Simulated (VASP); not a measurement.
# BP (F-43m) in VASP: a series of runs

The runs below take BP through single point, with r2SCAN.

Everything below comes from runs of VASP 6.6.1. Logs are shortened: lines on timing, memory, paths and dates and some standing lists are left out, and cuts for length are marked.

## (1) The cell of the first run

Symmetry: F-43m, No. 216, cubic system. Conventional cell: a = 4.538 Å, b = 4.538 Å, c = 4.538 Å, α = 90.00°, β = 90.00°, γ = 90.00°. Within 2.6 Å of B (site symmetry -43m) lie 4 P at 1.97 Å. Within 2.6 Å of P (site symmetry -43m) lie 4 B at 1.97 Å.

## (2) Single point, r2SCAN

Input file POSCAR:

```
BP
1.0
    0.0000000000      2.2690000000      2.2690000000
    2.2690000000      0.0000000000      2.2690000000
    2.2690000000      2.2690000000      0.0000000000
B P
1 1
Direct
    0.0000000000      0.0000000000      0.0000000000
    0.2500000000      0.2500000000      0.2500000000
```

Input file INCAR.step1:

```
  PREC = Accurate
  ENCUT = 520
  ISMEAR = 0
  SIGMA = 0.01
  LREAL = False
  LASPH = True
  NELM = 100
  NBANDS = 11
  GGA = PE
  ALGO = Normal
  EDIFF = 1E-4
  LWAVE = True
  LCHARG = False
```

Input file INCAR.step2:

```
  PREC = Accurate
  ENCUT = 520
  EDIFF = 1E-6
  ISMEAR = 0
  SIGMA = 0.01
  LREAL = False
  LASPH = True
  NELM = 100
  ALGO = Normal
  ISIF = 2
  LWAVE = False
  LCHARG = True
  METAGGA = R2SCAN
  LMIXTAU = True
  LELF = True
  LVHAR = True
  NBANDS = 11
  ISTART = 1
```

Input file KPOINTS:

```
regular mesh
0
Gamma
  5 5 5
```

Potentials or basis: VASP PAW PBE potentials, release 64 (B, P).

Launch:

```sh
> cat potpaw_PBE.64/B/POTCAR potpaw_PBE.64/P/POTCAR > POTCAR
> cp INCAR.step1 INCAR
> mpirun -np 1 vasp_std > vasp.out
> cp INCAR.step2 INCAR
> mpirun -np 1 vasp_std > vasp.out
```

OUTCAR:

```text
PREC = Accurate
   ENCUT = 520
   EDIFF = 1E-6
   ISMEAR = 0
   LREAL = False
   LASPH = True
   NELM = 100
   ISIF = 2
   METAGGA = R2SCAN
   ISTART = 1

 ion  position               nearest neighbor table
   1  0.000  0.000  0.000-   2 1.97   2 1.97   2 1.97   2 1.97
   2  0.250  0.250  0.250-   1 1.97   1 1.97   1 1.97   1 1.97

  LATTYP: Found a face centered cubic cell.
 ALAT       =     4.5380000000

  Lattice vectors:

 A1 = (   0.0000000000,   2.2690000000,   2.2690000000)
 A2 = (   2.2690000000,   0.0000000000,   2.2690000000)
 A3 = (   2.2690000000,   2.2690000000,   0.0000000000)

Analysis of symmetry for initial positions (statically):
[... 5 lines left out ...]
 face centered cubic supercell.

 Subroutine GETGRP returns: Found 24 space group operations
 (whereof 24 operations were pure point group operations)
 out of a pool of 48 trial point group operations.

The static configuration has the point symmetry T_d .

Analysis of symmetry for dynamics (positions and initial velocities):
[... 5 lines left out ...]
 face centered cubic supercell.

 Subroutine GETGRP returns: Found 24 space group operations
 (whereof 24 operations were pure point group operations)
 out of a pool of 48 trial point group operations.

The dynamic configuration has the point symmetry T_d .

 Subroutine INISYM returns: Found 24 space group operations
 (whereof 24 operations are pure point group operations),
 and found     1 'primitive' translations

----------------------------------------------------------------------------------------

                                     Primitive cell

  volume of cell :      23.3633

  direct lattice vectors                    reciprocal lattice vectors
     0.000000000  2.269000000  2.269000000    -0.220361393  0.220361393  0.220361393
     2.269000000  0.000000000  2.269000000     0.220361393 -0.220361393  0.220361393
     2.269000000  2.269000000  0.000000000     0.220361393  0.220361393 -0.220361393

  length of vectors
     3.208850573  3.208850573  3.208850573     0.381677128  0.381677128  0.381677128

  position of ions in fractional coordinates (direct lattice)
     0.000000000  0.000000000  0.000000000
     0.250000000  0.250000000  0.250000000

  ion indices of the primitive-cell ions
   primitive index   ion index
                 1           1
                 2           2

----------------------------------------------------------------------------------------

[... 58 lines left out ...]
   IBRION =     -1    ionic relax: 0-MD 1-quasi-New 2-CG
   NFREE  =      0    steps in history (QN), initial steepest desc. (CG)
   ISIF   =      2    stress and relaxation
   ISYM   =      2    0-nonsym 1-usesym 2-fastsym
   POTIM  = 0.5000    time-step for ionic-motion
   TEBEG  =    0.0;   TEEND  =   0.0 temperature during run
   PSTRESS=    0.0 pullay stress
   NELECT =       8.0000    total number of electrons
   NUPDOWN=      -1.0000    fix difference up-down
   EMIN   =  10.00;   EMAX   =-10.00  energy-range for DOS
   EFERMI =   0.00;   METHOD = LEGACY
   ISMEAR =     0;   SIGMA  =   0.01  broadening in eV -4-tet -1-fermi 0-gaus
   EFERMI_NEDOS =   21; number of points for ismear=-14 and -15
   IALGO  =     38    algorithm
   IMIX   =      4    mixing-type and parameters
     AMIX     =   0.40;   BMIX     =  1.00
     AMIX_MAG =   1.60;   BMIX_MAG =  1.00
  volume/ion in A,a.u.               =      11.68        78.83
  Fermi-wavevector in a.u.,A,eV,Ry     =   1.145320  2.164342 17.847562  1.311759
  Thomas-Fermi vector in A             =   2.282009
   LORBIT       =      0    0 simple, 1 ext, 2 COOP (PROOUT), +10 PAW based schemes
   METAGGA = R2SCAN    functional components
   LHFCALC =     F    Hartree Fock is set to
   AEXX    =    0.0000 exact exchange contribution
   IVDW    =     0    specifies the selected vdW correction
   LEPSILON=     F    determine dielectric tensor
   LRPA    =     F    only Hartree local field effects (RPA)
 non-spin polarized calculation
 Gauss-broadening in eV      SIGMA  =   0.01
  energy-cutoff  :      520.00
  volume of cell :       23.36
 maximum number of plane-waves:       635
   NGX = 11   NGY = 11   NGZ = 11

 number of electron       8.0000000 magnetization

 Free energy of the ion-electron system (eV)
  ---------------------------------------------------
  ext. energy  EPLUGINS =         0.00000000
  ---------------------------------------------------
  free energy    TOTEN  =       -17.25901911 eV

  energy without entropy =      -17.25901911  energy(sigma->0) =      -17.25901911

 E-fermi :   7.5562     XC(G=0): -11.4938

 val. band max:        7.4029274086   @ k =   0.0000   0.0000   0.0000
 cond. band min:       8.8426945929   @ k =   0.4000   0.4000   0.0000
 fundamental gap:      1.4397671842
 Fermi energy:         7.5561683241

 k-point     1 :       0.0000    0.0000    0.0000
  band No.  band energies     occupation
      1      -8.8590      2.00000
      2       7.4029      2.00000
      3       7.4029      2.00000
      4       7.4029      2.00000
      5      11.0391      0.00000
      6      11.0391      0.00000
      7      11.0391      0.00000
      8      15.4153      0.00000
      9      19.7945      0.00000
     10      20.0400      0.00000
     11      20.0400      0.00000
[... 113 lines left out ...]
 k-point    10 :      -0.4000    0.4000    0.2000
  band No.  band energies     occupation
      1      -4.3724      2.00000
      2      -0.5565      2.00000
      3       1.4834      2.00000
      4       2.8937      2.00000
      5      12.3944      0.00000
      6      13.4912      0.00000
      7      14.6282      0.00000
      8      18.6525      0.00000
      9      19.6766      0.00000
     10      22.7700      0.00000
     11      26.4764      0.00000

------------------------ aborting loop because EDIFF is reached ----------------------------------------

  FORCE on cell =-STRESS in cart. coord.  units (eV):
  Direction    XX          YY          ZZ          XY          YZ          ZX
  --------------------------------------------------------------------------------------
  -------------------------------------------------------------------------------------
  Total       -0.0452172     -0.0452172     -0.0452172     -0.0000000      0.0000000     -0.0000000
  in kB       -3.1008505     -3.1008505     -3.1008505     -0.0000000      0.0000000     -0.0000000
  external PRESSURE =      -3.1008505 kB  Pullay stress =       0.0000000 kB

 VOLUME and BASIS-vectors are now :
 -----------------------------------------------------------------------------
  energy-cutoff  :      520.00
  volume of cell :       23.36
      direct lattice vectors                 reciprocal lattice vectors
     0.000000000  2.269000000  2.269000000    -0.220361393  0.220361393  0.220361393
     2.269000000  0.000000000  2.269000000     0.220361393 -0.220361393  0.220361393
     2.269000000  2.269000000  0.000000000     0.220361393  0.220361393 -0.220361393

 POSITION                                       TOTAL-FORCE (eV/Angst)
 -----------------------------------------------------------------------------------
      0.00000      0.00000      0.00000        -0.000000     -0.000000     -0.000000
      1.13450      1.13450      1.13450         0.000000      0.000000      0.000000
 -----------------------------------------------------------------------------------
    total drift:                                0.000000      0.000000      0.000000

  FREE ENERGIE OF THE ION-ELECTRON SYSTEM (eV)
  ---------------------------------------------------
  free  energy   TOTEN  =       -17.2590191132 eV

  energy  without entropy=      -17.2590191132  energy(sigma->0) =      -17.25901911
```

OUTCAR.step1:

```text
PREC = Accurate
   ENCUT = 520
   ISMEAR = 0
   LREAL = False
   LASPH = True
[... 344 lines left out ...]
      0.00000      0.00000      0.00000        -0.000000     -0.000000     -0.000000
      1.13450      1.13450      1.13450         0.000000      0.000000      0.000000
 -----------------------------------------------------------------------------------
    total drift:                                0.000000      0.000000      0.000000

  FREE ENERGIE OF THE ION-ELECTRON SYSTEM (eV)
  ---------------------------------------------------
  free  energy   TOTEN  =       -12.8779599519 eV

  energy  without entropy=      -12.8779599519  energy(sigma->0) =      -12.87795995
```

Run time: 31 s. Hardware: 1 thread of AMD EPYC 7R13, shared host; peak memory 0.1 GiB.

What came out:

* Free energy: -17.2590 eV
* Pressure: -0.3 GPa
* Band gap on the k mesh: 1.44 eV, indirect (least direct gap 3.64 eV)

Levels at points of the mesh, in eV from the valence-band top:
| k point | band 1 | band 2 | band 3 | band 4 | band 5 | band 6 | band 7 | band 8 | band 9 |
| --- | --- | --- | --- | --- | --- | --- | --- | --- | --- |
| (0.00, 0.00, 0.00) | -16.26 | 0.00 | 0.00 | 0.00 | 3.64 | 3.64 | 3.64 | 8.01 | 12.39 |

Caveat: the k points lie up to 0.48 Å⁻¹ apart; the PAW data sets were made with another functional, which shifts forces and pressure a little. A k mesh can miss the band edges.

## (3) Single point, r2SCAN

POSCAR is that of step 2.

Input file INCAR.step1:

```
ALGO = Normal
EDIFF = 1E-4
ENCUT = 520
GGA = PE
ISMEAR = 0
LASPH = T
LCHARG = F
LREAL = F
LWAVE = T
NBANDS = 11
NELM = 80
PREC = Accurate
SIGMA = 0.01
```

Input file INCAR.step2:

```
ALGO = Normal
EDIFF = 1E-6
ENCUT = 520
ISIF = 2
ISMEAR = 0
ISTART = 1
LASPH = T
LCHARG = T
LELF = T
LMIXTAU = T
LREAL = F
LVHAR = T
LWAVE = F
METAGGA = R2SCAN
NBANDS = 11
NELM = 80
PREC = Accurate
SIGMA = 0.01
```

Input file KPOINTS:

```
k-points
0
Gamma
  6 6 6
```

Potentials or basis: VASP PAW PBE potentials, release 64 (B, P).

Launch:

```sh
> cat potpaw_PBE.64/B/POTCAR potpaw_PBE.64/P/POTCAR > POTCAR
> cp INCAR.step1 INCAR
> mpirun -np 1 vasp_std > vasp.out
> cp INCAR.step2 INCAR
> mpirun -np 1 vasp_std > vasp.out
```

OUTCAR:

```text
EDIFF = 1E-6
   ENCUT = 520
   ISIF = 2
   ISMEAR = 0
   ISTART = 1
   LASPH = T
   LREAL = F
   METAGGA = R2SCAN
   NELM = 80
   PREC = Accurate

 ion  position               nearest neighbor table
   1  0.000  0.000  0.000-   2 1.97   2 1.97   2 1.97   2 1.97
   2  0.250  0.250  0.250-   1 1.97   1 1.97   1 1.97   1 1.97

  LATTYP: Found a face centered cubic cell.
 ALAT       =     4.5380000000

  Lattice vectors:

 A1 = (   0.0000000000,   2.2690000000,   2.2690000000)
[... 398 lines left out ...]

------------------------ aborting loop because EDIFF is reached ----------------------------------------

  FORCE on cell =-STRESS in cart. coord.  units (eV):
  Direction    XX          YY          ZZ          XY          YZ          ZX
  --------------------------------------------------------------------------------------
  -------------------------------------------------------------------------------------
  Total       -0.0797888     -0.0797888     -0.0797888     -0.0000000      0.0000000     -0.0000000
  in kB       -5.4716572     -5.4716572     -5.4716572     -0.0000000      0.0000000     -0.0000000
  external PRESSURE =      -5.4716572 kB  Pullay stress =       0.0000000 kB

 VOLUME and BASIS-vectors are now :
 -----------------------------------------------------------------------------
  energy-cutoff  :      520.00
  volume of cell :       23.36
      direct lattice vectors                 reciprocal lattice vectors
     0.000000000  2.269000000  2.269000000    -0.220361393  0.220361393  0.220361393
     2.269000000  0.000000000  2.269000000     0.220361393 -0.220361393  0.220361393
     2.269000000  2.269000000  0.000000000     0.220361393  0.220361393 -0.220361393

 POSITION                                       TOTAL-FORCE (eV/Angst)
 -----------------------------------------------------------------------------------
      0.00000      0.00000      0.00000        -0.000000     -0.000000     -0.000000
      1.13450      1.13450      1.13450         0.000000      0.000000      0.000000
 -----------------------------------------------------------------------------------
    total drift:                                0.000000      0.000000      0.000000

  FREE ENERGIE OF THE ION-ELECTRON SYSTEM (eV)
  ---------------------------------------------------
  free  energy   TOTEN  =       -17.2943950150 eV

  energy  without entropy=      -17.2943950150  energy(sigma->0) =      -17.29439501
```

OUTCAR.step1:

```text
EDIFF = 1E-4
   ENCUT = 520
   GGA = PE
   ISMEAR = 0
   LASPH = T
[... 433 lines left out ...]
 -----------------------------------------------------------------------------------
      0.00000      0.00000      0.00000         0.000000      0.000000      0.000000
      1.13450      1.13450      1.13450        -0.000000     -0.000000     -0.000000
 -----------------------------------------------------------------------------------
    total drift:                                0.000000      0.000000      0.000000

  FREE ENERGIE OF THE ION-ELECTRON SYSTEM (eV)
  ---------------------------------------------------
  free  energy   TOTEN  =       -12.9133256983 eV

  energy  without entropy=      -12.9133256983  energy(sigma->0) =      -12.91332570
```

Run time: 37 s. Hardware: 1 thread of AMD EPYC 7R13, shared host; peak memory 0.11 GiB.

Results:

```yaml
Free_energy: -17.2944 eV
Pressure: -0.5 GPa
Band_gap_on_the_k_mesh: 1.54 eV, indirect (least direct gap 3.64 eV)
```

Caveat: the PAW data sets were made with another functional, which shifts forces and pressure a little. r2SCAN opens gaps a little over a GGA but as a rule still falls short of measured ones.

## (4) Single point, r2SCAN

POSCAR is that of step 3.

Input file INCAR.step1:

```
PREC = Accurate
ENCUT = 520
ISMEAR = 0
SIGMA = 0.01
LREAL = F
LASPH = T
NELM = 60
NBANDS = 11
GGA = PE
ALGO = Normal
EDIFF = 1E-4
LWAVE = T
LCHARG = F
```

Input file INCAR.step2:

```
PREC = Accurate
ENCUT = 520
EDIFF = 1E-6
ISMEAR = 0
SIGMA = 0.01
LREAL = F
LASPH = T
NELM = 60
ALGO = Normal
ISIF = 2
LWAVE = F
LCHARG = F
METAGGA = R2SCAN
LMIXTAU = T
NBANDS = 11
ISTART = 1
```

Input file KPOINTS:

```
Automatic mesh
0
Gamma
  8 8 8
```

Launch:

```sh
> cat potpaw_PBE.64/B/POTCAR potpaw_PBE.64/P/POTCAR > POTCAR
> cp INCAR.step1 INCAR
> mpirun -np 1 vasp_std > vasp.out
> cp INCAR.step2 INCAR
> mpirun -np 1 vasp_std > vasp.out
```

Wall time 56 s (1 thread of AMD EPYC 7R13, shared host); peak memory 0.11 GiB.

The run converged. Its results:

```
Free energy            : -17.3095 eV
Pressure               : -0.7 GPa
Band gap on the k mesh : 1.48 eV, indirect (least direct gap 3.64 eV)
```

Levels at points of the mesh, in eV from the valence-band top:
```
           k point  band 1  band 2  band 3  band 4  band 5  band 6  band 7  band 8  band 9
(0.00, 0.00, 0.00)  -16.26    0.00    0.00    0.00    3.64    3.64    3.64    8.01   12.40
(0.50, 0.00, 0.00)  -12.77   -9.50   -1.86   -1.86    4.14    5.03    5.03   10.92   15.48
(0.50, 0.50, 0.00)  -11.10   -9.13   -4.34   -4.34    1.54    1.91   13.06   13.06   16.40
```

Caveat: the PAW data sets were made with another functional, which shifts forces and pressure a little. A k mesh can miss the band edges.

## (5) The runs side by side

| k mesh | gap on the mesh (eV) | pressure (GPa) |
| --- | --- | --- |
| 5 × 5 × 5 | 1.44 | -0.3 |
| 6 × 6 × 6 | 1.54 | -0.5 |
| 8 × 8 × 8 | 1.48 | -0.7 |

Alike in all rows: task single point; level r2SCAN; potentials or basis VASP PAW PBE potentials, release 64 (B, P); no spin polarisation; cell as given; cutoff (eV) 520; smearing gaussian 0.01 eV.

Caveats: some runs use coarse meshes; the PAW data sets were made with another functional, which shifts forces and pressure a little.

Total energies depend on the potentials used, so only differences within one code and one set of settings carry meaning.
